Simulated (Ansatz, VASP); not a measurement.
## GaN in VASP and in Ansatz

INCAR

```
ALGO     = Normal         # electronic algorithm
EDIFF    = 1E-6           # SCF threshold, eV
ENCUT    = 520            # plane-wave cutoff, eV
GGA      = PE             # functional
ISIF     = 2              # what is computed and relaxed
ISMEAR   = -1             # smearing method
IVDW     = 12             # dispersion correction
LASPH    = True           # aspherical terms in the spheres
LCHARG   = True           # write CHGCAR
LELF     = True           # ELF
LREAL    = False          # projectors in reciprocal space
LVHAR    = True         
LWAVE    = False          # write WAVECAR
NBANDS   = 16             # bands
NELM     = 100            # most SCF steps
PREC     = Accurate       # precision mode
SIGMA    = 0.05           # smearing width, eV
```

File KPOINTS:

```
k-points
0
Gamma
  10 10 10
```

POSCAR

```
GaN
1.0
    0.0000000000      2.2831553320      2.2831553320
    2.2831553320      0.0000000000      2.2831553320
    2.2831553320      2.2831553320      0.0000000000
Ga N
1 1
Direct
    0.0000000000      0.0000000000      0.0000000000
    0.2500000000      0.2500000000      0.2500000000
```

File input.yaml:

```yaml
crystal:
  lattice:
    - [0.0, 2.283155332, 2.283155332]
    - [2.283155332, 0.0, 2.283155332]
    - [2.283155332, 2.283155332, 0.0]
  atoms:
    - { symbol: Ga, position: [0.0, 0.0, 0.0] }
    - { symbol: "N", position: [0.25, 0.25, 0.25] }
hamiltonian:
  xc: pbe
  pseudopotentials: { kind: paw }
  dispersion: d3bj
kpoints:
  mp_grid: { grid: [10, 10, 10] }
scf:
  occupations: { method: fermi_dirac, width: 0.05 }
output:
  forces: true
  stress: true
  eigenvalues: true
```

Alike in both runs: task single point; functional PBE; dispersion D3(BJ); k mesh 10 × 10 × 10; occupations fermi-dirac, width 0.05 eV; no spin polarisation.

```csv
,VASP,Ansatz
version,VASP 6.6.1,Ansatz 0.2.0
potentials or method,"VASP PAW PBE potentials, release 64 (Ga_d, N)",Ansatz PAW
plane-wave cutoff (eV),520,420
valence electrons in the cell,18,18
```

```csv
,VASP,Ansatz,Ansatz less VASP
gap on the k mesh at the Fermi level (eV),1.47,1.47,-0.006
least direct gap on the mesh (eV),1.47,1.47,-0.006
pressure (GPa),-5.3,-5.4,-0.12
```
